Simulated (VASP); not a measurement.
# Cs (Im-3m) in VASP: notebook

The runs below take Cs through single point, with revPBE.

Everything below comes from runs of VASP 6.6.1. Logs are shortened: lines on timing, memory, paths and dates and some standing lists are left out, and cuts for length are marked.

## 1. The cell of the first run

It takes space group Im-3m (No. 229, cubic). Conventional cell: a = 6.363 Å, b = 6.363 Å, c = 6.363 Å, α = 90.00°, β = 90.00°, γ = 90.00°.

## 2. Single point, revPBE

Contents of INCAR:

```
PREC     = Accurate       # precision mode
ENCUT    = 520            # plane-wave cutoff, eV
EDIFF    = 1E-6           # SCF threshold, eV
ISMEAR   = -1             # smearing method
SIGMA    = 0.1            # smearing width, eV
LREAL    = F              # projectors in reciprocal space
LASPH    = T              # aspherical terms in the spheres
NELM     = 60             # most SCF steps
ALGO     = Normal         # electronic algorithm
ISIF     = 2              # what is computed and relaxed
LWAVE    = F              # write WAVECAR
LCHARG   = T              # write CHGCAR
GGA      = RE             # functional
LELF     = T              # ELF
LVHAR    = T            
NBANDS   = 10             # bands
```

Contents of KPOINTS:

```
Automatic mesh
0
Gamma
  8 8 8
```

Contents of POSCAR:

```
Cs
1.0
   -3.1815193237      3.1815193237      3.1815193237
    3.1815193237     -3.1815193237      3.1815193237
    3.1815193237      3.1815193237     -3.1815193237
Cs
1
Direct
    0.0000000000      0.0000000000      0.0000000000
```

Potentials or basis: VASP PAW PBE potentials, release 64 (Cs_sv).

The run is started by

```
$ cat potpaw_PBE.64/Cs_sv/POTCAR > POTCAR
$ mpirun -np 1 vasp_std > vasp.out
```

OUTCAR:

```text
PREC = Accurate
   ENCUT = 520
   EDIFF = 1E-6
   ISMEAR = -1
   LREAL = F
   LASPH = T
   NELM = 60
   ISIF = 2
   GGA = RE

 ion  position               nearest neighbor table
   1  0.000  0.000  0.000-

  LATTYP: Found a body centered cubic cell.
 ALAT       =     6.3630386474

  Lattice vectors:

 A1 = (  -3.1815193237,   3.1815193237,   3.1815193237)
 A2 = (   3.1815193237,  -3.1815193237,   3.1815193237)
 A3 = (   3.1815193237,   3.1815193237,  -3.1815193237)

Analysis of symmetry for initial positions (statically):
=====================================================================
 Subroutine PRICEL returns:
 Original cell was already a primitive cell.

 Routine SETGRP: Setting up the symmetry group for a
 body centered cubic supercell.

 Subroutine GETGRP returns: Found 48 space group operations
 (whereof 48 operations were pure point group operations)
 out of a pool of 48 trial point group operations.

The static configuration has the point symmetry O_h .

Analysis of symmetry for dynamics (positions and initial velocities):
=====================================================================
 Subroutine PRICEL returns:
 Original cell was already a primitive cell.

 Routine SETGRP: Setting up the symmetry group for a
 body centered cubic supercell.

 Subroutine GETGRP returns: Found 48 space group operations
 (whereof 48 operations were pure point group operations)
 out of a pool of 48 trial point group operations.

The dynamic configuration has the point symmetry O_h .

 Subroutine INISYM returns: Found 48 space group operations
 (whereof 48 operations are pure point group operations),
 and found     1 'primitive' translations

----------------------------------------------------------------------------------------

                                     Primitive cell

  volume of cell :     128.8142

  direct lattice vectors                    reciprocal lattice vectors
    -3.181519324  3.181519324  3.181519324     0.000000000  0.157157618  0.157157618
     3.181519324 -3.181519324  3.181519324     0.157157618  0.000000000  0.157157618
     3.181519324  3.181519324 -3.181519324     0.157157618  0.157157618  0.000000000

  length of vectors
     5.510553114  5.510553114  5.510553114     0.222254435  0.222254435  0.222254435

  position of ions in fractional coordinates (direct lattice)
     0.000000000  0.000000000  0.000000000

  ion indices of the primitive-cell ions
   primitive index   ion index
                 1           1

----------------------------------------------------------------------------------------

 KPOINTS: Automatic mesh

Automatic generation of k-mesh.
 Grid dimensions read from file:
 generate k-points for:    8    8    8

 Generating k-lattice:

  Cartesian coordinates                     Fractional coordinates (reciprocal lattice)
     0.000000000  0.019644702  0.019644702     0.125000000  0.000000000  0.000000000
     0.019644702  0.000000000  0.019644702     0.000000000  0.125000000  0.000000000
     0.019644702  0.019644702  0.000000000     0.000000000  0.000000000  0.125000000

  Length of vectors
     0.027781804  0.027781804  0.027781804

  Shift w.r.t. Gamma in fractional coordinates (k-lattice)
     0.000000000  0.000000000  0.000000000

 Subroutine IBZKPT returns following result:
 ===========================================

 Found     29 irreducible k-points:

 Following reciprocal coordinates:
            Coordinates               Weight
  0.000000  0.000000  0.000000      1.000000
  0.125000  0.000000  0.000000     12.000000
  0.250000  0.000000  0.000000     12.000000
  0.375000  0.000000  0.000000     12.000000
  0.500000  0.000000  0.000000      6.000000
  0.125000  0.125000  0.000000     24.000000
[... 16 lines left out ...]
 -0.250000  0.250000  0.250000      6.000000
 -0.375000  0.375000  0.250000     24.000000
 [... further k-points ...]
   k-points           NKPTS =     29   k-points in BZ     NKDIM =     29   number of bands    NBANDS=     10
   number of dos      NEDOS =    301   number of ions     NIONS =      1
   total plane-waves  NPLWV =  74088
   dimension x,y,z NGX =    42 NGY =   42 NGZ =   42
   dimension x,y,z NGXF=    84 NGYF=   84 NGZF=   84
   ions per type =               1
   NGX,Y,Z   is equivalent  to a cutoff of  12.67, 12.67, 12.67 a.u.
   NGXF,Y,Z  is equivalent  to a cutoff of  25.34, 25.34, 25.34 a.u.
 SYSTEM =  unknown system
   PREC   = accura    normal or accurate (medium, high low for compatibility)
   ISTART =      0    job   : 0-new  1-cont  2-samecut
   ICHARG =      2    charge: 1-file 2-atom 10-const
   ISPIN  =      1    spin polarized calculation?
   LNONCOLLINEAR =      F non collinear calculations
   LSORBIT =      F    spin-orbit coupling
   LASPH  =      T    aspherical Exc in radial PAW
   ENCUT  =  520.0 eV  38.22 Ry    6.18 a.u.  10.25 10.25 10.25*2*pi/ulx,y,z
   NELM   =     60;   NELMIN=  2; NELMDL= -5     # of ELM steps
   EDIFF  = 0.1E-05   stopping-criterion for ELM
   LREAL  =      F    real-space projection
   EDIFFG = 0.1E-04   stopping-criterion for IOM
   NSW    =      0    number of steps for IOM
   IBRION =     -1    ionic relax: 0-MD 1-quasi-New 2-CG
   NFREE  =      0    steps in history (QN), initial steepest desc. (CG)
   ISIF   =      2    stress and relaxation
   ISYM   =      2    0-nonsym 1-usesym 2-fastsym
   POTIM  = 0.5000    time-step for ionic-motion
   TEBEG  =    0.0;   TEEND  =   0.0 temperature during run
   PSTRESS=    0.0 pullay stress
   NELECT =       9.0000    total number of electrons
   NUPDOWN=      -1.0000    fix difference up-down
   EMIN   =  10.00;   EMAX   =-10.00  energy-range for DOS
   EFERMI =   0.00;   METHOD = LEGACY
   ISMEAR =    -1;   SIGMA  =   0.10  broadening in eV -4-tet -1-fermi 0-gaus
   EFERMI_NEDOS =   21; number of points for ismear=-14 and -15
   IALGO  =     38    algorithm
   IMIX   =      4    mixing-type and parameters
     AMIX     =   0.40;   BMIX     =  1.00
     AMIX_MAG =   1.60;   BMIX_MAG =  1.00
  volume/ion in A,a.u.               =     128.81       869.28
  Fermi-wavevector in a.u.,A,eV,Ry     =   0.674271  1.274187  6.185770  0.454641
  Thomas-Fermi vector in A             =   1.750939
   LORBIT       =      0    0 simple, 1 ext, 2 COOP (PROOUT), +10 PAW based schemes
   GGA     = RE    functional components
   LHFCALC =     F    Hartree Fock is set to
   AEXX    =    0.0000 exact exchange contribution
   IVDW    =     0    specifies the selected vdW correction
   LEPSILON=     F    determine dielectric tensor
   LRPA    =     F    only Hartree local field effects (RPA)
 non-spin polarized calculation
  energy-cutoff  :      520.00
  volume of cell :      128.81
 maximum number of plane-waves:      3496
 NGX is ok and might be reduce to    42
   NGX = 21   NGY = 21   NGZ = 21

 number of electron       8.9999998 magnetization

 Free energy of the ion-electron system (eV)
  ---------------------------------------------------
  ext. energy  EPLUGINS =         0.00000000
  ---------------------------------------------------
  free energy    TOTEN  =        -0.77283760 eV

  energy without entropy =       -0.72947682  energy(sigma->0) =       -0.75115721

 E-fermi :   0.2933     XC(G=0):  -5.0190

 val. band max:        0.1993678907   @ k =   0.2500   0.1250   0.1250
 cond. band min:       0.3044916866   @ k =   0.2500   0.2500   0.0000
 fundamental gap:      0.1051237959
 Fermi energy:         0.2933389431

 k-point     1 :       0.0000    0.0000    0.0000
  band No.  band energies     occupation
      1     -23.6802      2.00000
      2     -10.4485      2.00000
      3     -10.4485      2.00000
      4     -10.4485      2.00000
      5      -1.2584      2.00000
      6       2.7515      0.00000
      7       2.7515      0.00000
      8       2.7515      0.00000
      9       3.5102      0.00000
     10       3.5102      0.00000

 k-point     2 :       0.1250    0.0000    0.0000
  band No.  band energies     occupation
      1     -23.6796      2.00000
      2     -10.4619      2.00000
      3     -10.4530      2.00000
      4     -10.4485      2.00000
      5      -1.1058      2.00000
      6       2.5696      0.00000
      7       2.5877      0.00000
      8       2.9021      0.00000
      9       3.3256      0.00000
     10       3.4853      0.00000

 k-point     3 :       0.2500    0.0000    0.0000
  band No.  band energies     occupation
      1     -23.6783      2.00000
      2     -10.4938      2.00000
      3     -10.4637      2.00000
      4     -10.4484      2.00000
      5      -0.6763      1.99988
      6       2.0025      0.00000
      7       2.2834      0.00000
      8       3.3441      0.00000
      9       3.3764      0.00000
     10       3.5052      0.00000

 k-point     4 :       0.3750    0.0000    0.0000
  band No.  band energies     occupation
      1     -23.6770      2.00000
      2     -10.5251      2.00000
      3     -10.4744      2.00000
      4     -10.4484      2.00000
      5      -0.0667      1.94684
      6       1.4215      0.00003
      7       2.0496      0.00000
      8       3.4290      0.00000
      9       3.6810      0.00000
     10       4.0438      0.00000
[... 222 lines left out ...]
 k-point    22 :       0.2500    0.2500    0.2500
  band No.  band energies     occupation
      1     -23.6762      2.00000
      2     -10.4923      2.00000
      3     -10.4923      2.00000
      4     -10.4923      2.00000
      5       1.2483      0.00014
      6       1.2483      0.00014
      7       1.2483      0.00014
      8       2.4571      0.00000
      9       3.9907      0.00000
     10       3.9907      0.00000

 k-point    23 :      -0.2500    0.2500    0.2500
  band No.  band energies     occupation
      1     -23.6766      2.00000
      2     -10.4949      2.00000
      3     -10.4800      2.00000
      4     -10.4800      2.00000
      5      -0.1471      1.97585
      6       1.8449      0.00000
      7       2.4658      0.00000
      8       2.4658      0.00000
      9       3.4222      0.00000
     10       3.5250      0.00000

 k-point    24 :      -0.3750    0.3750    0.2500
  band No.  band energies     occupation
      1     -23.6754      2.00000
      2     -10.5154      2.00000
      3     -10.4914      2.00000
      4     -10.4822      2.00000
      5       0.4012      0.50769
      6       1.4143      0.00003
      7       2.4370      0.00000
      8       2.4379      0.00000
      9       3.2303      0.00000
     10       3.9399      0.00000

 [... further k-points ...]

------------------------ aborting loop because EDIFF is reached ----------------------------------------

  FORCE on cell =-STRESS in cart. coord.  units (eV):
  Direction    XX          YY          ZZ          XY          YZ          ZX
  --------------------------------------------------------------------------------------
  -------------------------------------------------------------------------------------
  Total        0.0047822      0.0047822      0.0047822     -0.0000000      0.0000000      0.0000000
  in kB        0.0594800      0.0594800      0.0594800     -0.0000000      0.0000000      0.0000000
  external PRESSURE =       0.0594800 kB  Pullay stress =       0.0000000 kB

 VOLUME and BASIS-vectors are now :
 -----------------------------------------------------------------------------
  energy-cutoff  :      520.00
  volume of cell :      128.81
      direct lattice vectors                 reciprocal lattice vectors
    -3.181519324  3.181519324  3.181519324     0.000000000  0.157157618  0.157157618
     3.181519324 -3.181519324  3.181519324     0.157157618  0.000000000  0.157157618
     3.181519324  3.181519324 -3.181519324     0.157157618  0.157157618  0.000000000

 POSITION                                       TOTAL-FORCE (eV/Angst)
 -----------------------------------------------------------------------------------
      0.00000      0.00000      0.00000         0.000000      0.000000      0.000000
 -----------------------------------------------------------------------------------
    total drift:                               -0.000000      0.000000      0.000000

  FREE ENERGIE OF THE ION-ELECTRON SYSTEM (eV)
  ---------------------------------------------------
  free  energy   TOTEN  =        -0.7728376020 eV

  energy  without entropy=       -0.7294768194  energy(sigma->0) =       -0.75115721
```

Run time: 47 s. Hardware: 1 thread of Intel Xeon 8259CL, shared host; peak memory 0.24 GiB.

Results:

```
Free energy            : -0.7728 eV
Pressure               : 0.0 GPa
Band gap on the k mesh : zero (an odd number of electrons rules out a gap without spin polarisation)
```

Levels at points of the mesh, in eV from the Fermi level:
```csv
k point,band 1,band 2,band 3,band 4,band 5,band 6,band 7,band 8,band 9
"(0.00, 0.00, 0.00)",-23.97,-10.74,-10.74,-10.74,-1.55,2.46,2.46,2.46,3.22
"(0.50, 0.00, 0.00)",-23.97,-10.83,-10.77,-10.74,0.09,0.74,1.67,3.04,3.63
"(0.50, 0.50, 0.50)",-23.97,-10.81,-10.81,-10.81,0.73,0.73,2.74,2.74,2.74
```

Caveat: the PAW data sets were made with another functional, which shifts forces and pressure a little; spin-orbit coupling is left out, which moves the levels of the heavy elements.

## 3. Single point, revPBE (113.36 Å³/atom)

This run uses another cell than the first one, of 113.36 Å³/atom.

Contents of INCAR:

```
ALGO = Normal
EDIFF = 1E-6
ENCUT = 520
GGA = RE
ISIF = 2
ISMEAR = -1
LASPH = T
LCHARG = F
LREAL = F
LWAVE = F
NBANDS = 10
NELM = 100
PREC = Accurate
SIGMA = 0.1
```

Contents of KPOINTS:

```
k-points
0
Gamma
  12 12 12
```

Contents of POSCAR:

```
Cs
1.0
   -3.0487989726      3.0487989726      3.0487989726
    3.0487989726     -3.0487989726      3.0487989726
    3.0487989726      3.0487989726     -3.0487989726
Cs
1
Direct
    0.0000000000      0.0000000000      0.0000000000
```

Potentials or basis: VASP PAW PBE potentials, release 64 (Cs_sv).

The run is started by

```
$ cat potpaw_PBE.64/Cs_sv/POTCAR > POTCAR
$ mpirun -np 1 vasp_std > vasp.out
```

Run time: 74 s. Hardware: 1 thread of Intel Xeon 8259CL, shared host; peak memory 0.28 GiB.

Results (log left out):

```
Free energy            : -0.7613 eV
Pressure               : 0.3 GPa
Band gap on the k mesh : zero (an odd number of electrons rules out a gap without spin polarisation)
```

Levels at points of the mesh, in eV from the Fermi level:
```csv
k point,band 1,band 2,band 3,band 4,band 5,band 6,band 7,band 8,band 9
"(0.00, 0.00, 0.00)",-23.90,-10.65,-10.65,-10.65,-1.68,2.54,2.54,2.54,3.38
"(0.50, 0.00, 0.00)",-23.89,-10.79,-10.70,-10.65,0.05,0.86,1.67,3.25,3.85
"(0.50, 0.50, 0.50)",-23.88,-10.75,-10.75,-10.75,0.63,0.63,3.06,3.06,3.06
```

Caveat: the PAW data sets were made with another functional, which shifts forces and pressure a little; spin-orbit coupling is left out, which moves the levels of the heavy elements.

(Part 1 of 2 ends here.)
